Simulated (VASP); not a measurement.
# Nb (Fm-3m) in VASP: further runs

Nb is run at these levels: PBE; tasks: relaxation of cell and atoms.

Everything below comes from runs of VASP 6.6.1. Logs are shortened: lines on timing, memory, paths and dates and some standing lists are left out, and cuts for length are marked.

### 1 The cell of the first run

Symmetry: Fm-3m, No. 225, cubic system. Conventional cell: a = 4.190 Å, b = 4.190 Å, c = 4.190 Å, α = 90.00°, β = 90.00°, γ = 90.00°. Within 3.9 Å of Nb (site symmetry m-3m) lie 12 Nb at 2.96 Å.

This isn't the form of Nb at room conditions, which is bcc.

### 2 Relaxation of cell and atoms, PBE

Input file INCAR:

```
PREC = Accurate
ENCUT = 500
EDIFF = 1E-7
ISMEAR = 1
SIGMA = 0.1
LREAL = False
LASPH = True
NELM = 120
ALGO = Normal
ISIF = 3
LWAVE = False
LCHARG = False
GGA = PE
IBRION = 2
NSW = 60
EDIFFG = -0.03
GGA_COMPAT = False
NELMIN = 4
```

Input file KPOINTS:

```
Automatic mesh
0
Gamma
  8 8 8
```

Input file POSCAR:

```
Nb
1.0
    0.0000000000      2.0950000000      2.0950000000
    2.0950000000      0.0000000000      2.0950000000
    2.0950000000      2.0950000000      0.0000000000
Nb
1
Direct
    0.0000000000      0.0000000000      0.0000000000
```

Potentials or basis: VASP PAW PBE potentials, release 64 (Nb_sv).

On the command line:

```console
$ cat potpaw_PBE.64/Nb_sv/POTCAR > POTCAR
$ mpirun -np 1 vasp_std > vasp.out
```

OUTCAR:

```text
PREC = Accurate
   ENCUT = 500
   EDIFF = 1E-7
   ISMEAR = 1
   LREAL = False
   LASPH = True
   NELM = 120
   ISIF = 3
   GGA = PE
   IBRION = 2
   NSW = 60
   EDIFFG = -0.03
   NELMIN = 4

 ion  position               nearest neighbor table
   1  0.000  0.000  0.000-

  LATTYP: Found a face centered cubic cell.
 ALAT       =     4.1900000000

  Lattice vectors:

 A1 = (   0.0000000000,   2.0950000000,   2.0950000000)
 A2 = (   2.0950000000,   0.0000000000,   2.0950000000)
 A3 = (   2.0950000000,   2.0950000000,   0.0000000000)

Analysis of symmetry for initial positions (statically):
=====================================================================
 Subroutine PRICEL returns:
 Original cell was already a primitive cell.

 Routine SETGRP: Setting up the symmetry group for a
 face centered cubic supercell.

 Subroutine GETGRP returns: Found 48 space group operations
 (whereof 48 operations were pure point group operations)
 out of a pool of 48 trial point group operations.

The static configuration has the point symmetry O_h .

Analysis of symmetry for dynamics (positions and initial velocities):
=====================================================================
 Subroutine PRICEL returns:
 Original cell was already a primitive cell.

 Routine SETGRP: Setting up the symmetry group for a
 face centered cubic supercell.

 Subroutine GETGRP returns: Found 48 space group operations
 (whereof 48 operations were pure point group operations)
 out of a pool of 48 trial point group operations.

The dynamic configuration has the point symmetry O_h .

 Subroutine INISYM returns: Found 48 space group operations
 (whereof 48 operations are pure point group operations),
 and found     1 'primitive' translations

----------------------------------------------------------------------------------------

                                     Primitive cell

  volume of cell :      18.3900

  direct lattice vectors                    reciprocal lattice vectors
     0.000000000  2.095000000  2.095000000    -0.238663484  0.238663484  0.238663484
     2.095000000  0.000000000  2.095000000     0.238663484 -0.238663484  0.238663484
     2.095000000  2.095000000  0.000000000     0.238663484  0.238663484 -0.238663484

  length of vectors
     2.962777413  2.962777413  2.962777413     0.413377281  0.413377281  0.413377281

  position of ions in fractional coordinates (direct lattice)
     0.000000000  0.000000000  0.000000000

  ion indices of the primitive-cell ions
   primitive index   ion index
                 1           1

----------------------------------------------------------------------------------------

 KPOINTS: Automatic mesh

Automatic generation of k-mesh.
 Grid dimensions read from file:
 generate k-points for:    8    8    8

 Generating k-lattice:

  Cartesian coordinates                     Fractional coordinates (reciprocal lattice)
    -0.029832936  0.029832936  0.029832936     0.125000000  0.000000000  0.000000000
     0.029832936 -0.029832936  0.029832936     0.000000000  0.125000000  0.000000000
     0.029832936  0.029832936 -0.029832936     0.000000000  0.000000000  0.125000000

  Length of vectors
     0.051672160  0.051672160  0.051672160

  Shift w.r.t. Gamma in fractional coordinates (k-lattice)
     0.000000000  0.000000000  0.000000000

 Subroutine IBZKPT returns following result:
 ===========================================

 Found     29 irreducible k-points:

 Following reciprocal coordinates:
            Coordinates               Weight
  0.000000  0.000000  0.000000      1.000000
  0.125000  0.000000  0.000000      8.000000
  0.250000  0.000000  0.000000      8.000000
  0.375000  0.000000  0.000000      8.000000
  0.500000  0.000000  0.000000      4.000000
  0.125000  0.125000  0.000000      6.000000
[... 16 lines left out ...]
  0.500000  0.250000  0.125000     48.000000
 -0.375000  0.250000  0.125000     24.000000
 [... further k-points ...]
   k-points           NKPTS =     29   k-points in BZ     NKDIM =     29   number of bands    NBANDS=     10
   number of dos      NEDOS =    301   number of ions     NIONS =      1
   total plane-waves  NPLWV =  13824
   dimension x,y,z NGX =    24 NGY =   24 NGZ =   24
   dimension x,y,z NGXF=    48 NGYF=   48 NGZF=   48
   ions per type =               1
   NGX,Y,Z   is equivalent  to a cutoff of  13.47, 13.47, 13.47 a.u.
   NGXF,Y,Z  is equivalent  to a cutoff of  26.93, 26.93, 26.93 a.u.
 SYSTEM =  unknown system
   PREC   = accura    normal or accurate (medium, high low for compatibility)
   ISTART =      0    job   : 0-new  1-cont  2-samecut
   ICHARG =      2    charge: 1-file 2-atom 10-const
   ISPIN  =      1    spin polarized calculation?
   LNONCOLLINEAR =      F non collinear calculations
   LSORBIT =      F    spin-orbit coupling
   LASPH  =      T    aspherical Exc in radial PAW
   ENCUT  =  500.0 eV  36.75 Ry    6.06 a.u.   5.40  5.40  5.40*2*pi/ulx,y,z
   NELM   =    120;   NELMIN=  4; NELMDL= -5     # of ELM steps
   EDIFF  = 0.1E-06   stopping-criterion for ELM
   LREAL  =      F    real-space projection
   EDIFFG = -.3E-01   stopping-criterion for IOM
   NSW    =     60    number of steps for IOM
   IBRION =      2    ionic relax: 0-MD 1-quasi-New 2-CG
   NFREE  =      1    steps in history (QN), initial steepest desc. (CG)
   ISIF   =      3    stress and relaxation
   ISYM   =      2    0-nonsym 1-usesym 2-fastsym
   POTIM  = 0.5000    time-step for ionic-motion
   TEBEG  =    0.0;   TEEND  =   0.0 temperature during run
   PSTRESS=    0.0 pullay stress
   NELECT =      13.0000    total number of electrons
   NUPDOWN=      -1.0000    fix difference up-down
   EMIN   =  10.00;   EMAX   =-10.00  energy-range for DOS
   EFERMI =   0.00;   METHOD = LEGACY
   ISMEAR =     1;   SIGMA  =   0.10  broadening in eV -4-tet -1-fermi 0-gaus
   EFERMI_NEDOS =   21; number of points for ismear=-14 and -15
   IALGO  =     38    algorithm
   IMIX   =      4    mixing-type and parameters
     AMIX     =   0.40;   BMIX     =  1.00
     AMIX_MAG =   1.60;   BMIX_MAG =  1.00
  volume/ion in A,a.u.               =      18.39       124.10
  Fermi-wavevector in a.u.,A,eV,Ry     =   1.458351  2.755883 28.936684  2.126786
  Thomas-Fermi vector in A             =   2.575045
   LORBIT       =      0    0 simple, 1 ext, 2 COOP (PROOUT), +10 PAW based schemes
   GGA     = PE    functional components
   LHFCALC =     F    Hartree Fock is set to
   AEXX    =    0.0000 exact exchange contribution
   IVDW    =     0    specifies the selected vdW correction
   LEPSILON=     F    determine dielectric tensor
   LRPA    =     F    only Hartree local field effects (RPA)
 conjugate gradient relaxation of ions
 non-spin polarized calculation
 Methfessel and Paxton  Order N= 1 SIGMA  =   0.10
  energy-cutoff  :      500.00
  volume of cell :       18.39
 maximum number of plane-waves:       489
 NGX is ok and might be reduce to    24
   NGX = 11   NGY = 11   NGZ = 11

--------------------------------------- Ionic step        1  -------------------------------------------

 number of electron      13.0000001 magnetization

 Free energy of the ion-electron system (eV)
  ---------------------------------------------------
  ext. energy  EPLUGINS =         0.00000000
  ---------------------------------------------------
  free energy    TOTEN  =        -9.88126601 eV

  energy without entropy =       -9.88033493  energy(sigma->0) =       -9.88095565

------------------------ aborting loop because EDIFF is reached ----------------------------------------

  FORCE on cell =-STRESS in cart. coord.  units (eV):
  Direction    XX          YY          ZZ          XY          YZ          ZX
  --------------------------------------------------------------------------------------
  -------------------------------------------------------------------------------------
  Total        0.3066853      0.3066853      0.3066853      0.0000000      0.0000000     -0.0000000
  in kB       26.7190739     26.7190739     26.7190739      0.0000000      0.0000000     -0.0000000
  external PRESSURE =      26.7190739 kB  Pullay stress =       0.0000000 kB

 VOLUME and BASIS-vectors are now :
 -----------------------------------------------------------------------------
  energy-cutoff  :      500.00
  volume of cell :       18.39
      direct lattice vectors                 reciprocal lattice vectors
     0.000000000  2.095000000  2.095000000    -0.238663484  0.238663484  0.238663484
     2.095000000  0.000000000  2.095000000     0.238663484 -0.238663484  0.238663484
     2.095000000  2.095000000  0.000000000     0.238663484  0.238663484 -0.238663484
[... 36 lines left out ...]
 POSITION                                       TOTAL-FORCE (eV/Angst)
 -----------------------------------------------------------------------------------
      2.12600      2.12600     -0.00000         0.000000      0.000000      0.000000
 -----------------------------------------------------------------------------------
    total drift:                                0.000000      0.000000     -0.000000

  FREE ENERGIE OF THE ION-ELECTRON SYSTEM (eV)
  ---------------------------------------------------
  free  energy   TOTEN  =        -9.8759887193 eV

  energy  without entropy=       -9.8770600469  energy(sigma->0) =       -9.87634583

--------------------------------------- Ionic step        3  -------------------------------------------

 number of electron      13.0000001 magnetization

 Free energy of the ion-electron system (eV)
  ---------------------------------------------------
  ext. energy  EPLUGINS =         0.00000000
  ---------------------------------------------------
  free energy    TOTEN  =        -9.88366636 eV

  energy without entropy =       -9.88330877  energy(sigma->0) =       -9.88354716

 E-fermi :  11.0376     XC(G=0): -12.3123

 val. band max:       11.0120771371   @ k =   0.5000   0.2500   0.0000
 cond. band min:      11.0503044561   @ k =  -0.2500   0.1250   0.0000
 fundamental gap:      0.0382273191
 Fermi energy:        11.0375867081

 k-point     1 :       0.0000    0.0000    0.0000
  band No.  band energies     occupation
      1     -43.7407      2.00000
      2     -19.1216      2.00000
      3     -19.1216      2.00000
      4     -19.1216      2.00000
      5       4.7963      2.00000
      6      11.1415     -0.05745
      7      11.1415     -0.05745
      8      11.1415     -0.05745
      9      13.7514      0.00000
     10      13.7514      0.00000

 k-point     2 :       0.1250    0.0000    0.0000
  band No.  band energies     occupation
      1     -43.7123      2.00000
      2     -19.3087      2.00000
      3     -19.1449      2.00000
      4     -19.1449      2.00000
      5       5.3589      2.00000
      6      10.7433      2.00026
      7      11.3773     -0.00002
      8      11.3773     -0.00002
      9      13.5647      0.00000
     10      13.5647      0.00000
[... 274 lines left out ...]
 k-point    24 :      -0.3750    0.2500    0.1250
  band No.  band energies     occupation
      1     -43.5113      2.00000
      2     -20.1625      2.00000
      3     -19.5995      2.00000
      4     -19.3793      2.00000
      5       8.4473      2.00000
      6       9.4113      2.00000
      7      10.9206      2.06992
      8      12.2164     -0.00000
      9      15.3658      0.00000
     10      18.3760      0.00000

 [... further k-points ...]

------------------------ aborting loop because EDIFF is reached ----------------------------------------

  FORCE on cell =-STRESS in cart. coord.  units (eV):
  Direction    XX          YY          ZZ          XY          YZ          ZX
  --------------------------------------------------------------------------------------
  -------------------------------------------------------------------------------------
  Total       -0.0020276     -0.0020276     -0.0020276      0.0000000      0.0000000     -0.0000000
  in kB       -0.1738716     -0.1738716     -0.1738716      0.0000000      0.0000000     -0.0000000
  external PRESSURE =      -0.1738716 kB  Pullay stress =       0.0000000 kB

 VOLUME and BASIS-vectors are now :
 -----------------------------------------------------------------------------
  energy-cutoff  :      500.00
  volume of cell :       18.68
      direct lattice vectors                 reciprocal lattice vectors
     0.000000000  2.106100637  2.106100637    -0.237405559  0.237405559  0.237405559
     2.106100637 -0.000000000  2.106100637     0.237405559 -0.237405559  0.237405559
     2.106100637  2.106100637 -0.000000000     0.237405559  0.237405559 -0.237405559

 POSITION                                       TOTAL-FORCE (eV/Angst)
 -----------------------------------------------------------------------------------
      0.00000      0.00000      0.00000         0.000000      0.000000     -0.000000
 -----------------------------------------------------------------------------------
    total drift:                                0.000000      0.000000     -0.000000

  FREE ENERGIE OF THE ION-ELECTRON SYSTEM (eV)
  ---------------------------------------------------
  free  energy   TOTEN  =        -9.8836663552 eV

  energy  without entropy=       -9.8833087727  energy(sigma->0) =       -9.88354716

 reached required accuracy - stopping structural energy minimisation
```

It took 24 s on 1 thread of Intel Xeon Platinum 8175M at 2.50GHz (Skylake/Cascade Lake), shared host; peak memory 0.14 GiB.

What came out:

```yaml
Free_energy: -9.8837 eV
Relaxed_volume: 18.68 Å³/atom
Relaxed_cell: a = 2.978 Å, b = 2.978 Å, c = 2.978 Å, α = 60.00°, β = 60.00°, γ = 60.00°
Space_group_after_relaxing_to_0.1_Å: Fm-3m (No. 225)
Energy_gained_by_relaxing: 2.4 meV/atom
Ionic_steps: 3
Pressure_after_relaxing: 0.0 GPa
Band_gap_on_the_k_mesh: zero (an odd number of electrons rules out a gap without spin polarisation)
```

The path:
| step | energy change (eV) | largest force (eV/Å) | pressure (GPa) | volume (Å³) |
| --- | --- | --- | --- | --- |
| 1 | 0.0000 | 0.0000 | 2.67 | 18.39 |
| 2 | 0.0053 | 0.0000 | -4.49 | 19.22 |
| 3 | -0.0024 | 0.0000 | -0.02 | 18.68 |

Final structure:
```yaml
crystal:
  lattice:
    - [0.00000, 2.10610, 2.10610]
    - [2.10610, 0.00000, 2.10610]
    - [2.10610, 2.10610, 0.00000]
  atoms:
    - { symbol: Nb, position: [0.00000, 0.00000, 0.00000] }
```

Levels at points of the mesh, in eV from the Fermi level:
| k point | band 4 | band 5 | band 6 | band 7 | band 8 | band 9 |
| --- | --- | --- | --- | --- | --- | --- |
| (0.00, 0.00, 0.00) | -30.16 | -6.24 | 0.10 | 0.10 | 0.10 | 2.71 |
| (0.50, 0.00, 0.00) | -30.32 | -3.85 | -0.08 | -0.08 | 1.38 | 4.69 |
| (0.50, 0.50, 0.00) | -30.59 | -4.08 | -3.34 | 3.61 | 4.67 | 5.25 |

### 3 Relaxation of cell and atoms, PBE, target pressure 20 GPa, at which the enthalpy is minimised

Input file INCAR:

```
PREC = Accurate ; ENCUT = 500
EDIFF = 1E-7 ; ISMEAR = 1
SIGMA = 0.1 ; LREAL = F
LASPH = T ; NELM = 120
ALGO = Normal ; ISIF = 3
LWAVE = F ; LCHARG = F
GGA = PE ; IBRION = 2
NSW = 60 ; EDIFFG = -0.03
PSTRESS = 200.0 ; GGA_COMPAT = F
NELMIN = 4
```

Input file KPOINTS:

```
regular mesh
0
Gamma
  8 8 8
```

POSCAR is that of step 2.

Potentials or basis: VASP PAW PBE potentials, release 64 (Nb_sv).

On the command line:

```console
$ cat potpaw_PBE.64/Nb_sv/POTCAR > POTCAR
$ mpirun -np 1 vasp_std > vasp.out
```

It took 42 s on 1 thread of Intel Xeon Platinum 8175M at 2.50GHz (Skylake/Cascade Lake), shared host; peak memory 0.15 GiB.

Results (log left out):

```
Free energy                                                : -9.7774 eV
Relaxed volume                                             : 16.85 Å³/atom
Relaxed cell                                               : a = 2.878 Å, b = 2.878 Å, c = 2.878 Å, α = 60.00°, β = 60.00°, γ = 60.00°
Space group after relaxing (to 0.1 Å)                      : Fm-3m (No. 225)
Energy change on relaxing (the run minimises the enthalpy) : +103.9 meV/atom
Ionic steps                                                : 5
Pressure after relaxing                                    : 20.0 GPa
Band gap on the k mesh                                     : zero (an odd number of electrons rules out a gap without spin polarisation)
```

The path:
```
step  energy change (eV)  largest force (eV/Å)  pressure (GPa)  volume (Å³)
   1              0.0000                0.0000            2.67        18.39
   2              1.1558                0.0000           93.44        13.59
   3              0.0860                0.0000           17.99        17.00
   4              0.1002                0.0000           19.60        16.88
   5              0.1039                0.0000           20.00        16.85
```

Final structure:
```
Nb
1.0
     0.00000    2.03491    2.03491
     2.03491    0.00000    2.03491
     2.03491    2.03491    0.00000
Nb
1
Direct
  0.00000 0.00000 0.00000
```

Levels at points of the mesh, in eV from the Fermi level:
```csv
k point,band 3,band 4,band 5,band 6,band 7,band 8,band 9,band 10
"(0.00, 0.00, 0.00)",-29.84,-29.84,-6.46,0.02,0.02,0.02,3.03,3.03
"(0.50, 0.00, 0.00)",-30.05,-30.05,-4.26,-0.21,-0.21,1.82,5.32,5.32
"(0.50, 0.50, 0.00)",-30.42,-30.42,-4.68,-3.89,4.30,5.31,5.99,5.99
```

Caveat: the cell is relaxed towards a set pressure, so the run minimises the enthalpy, not the energy.
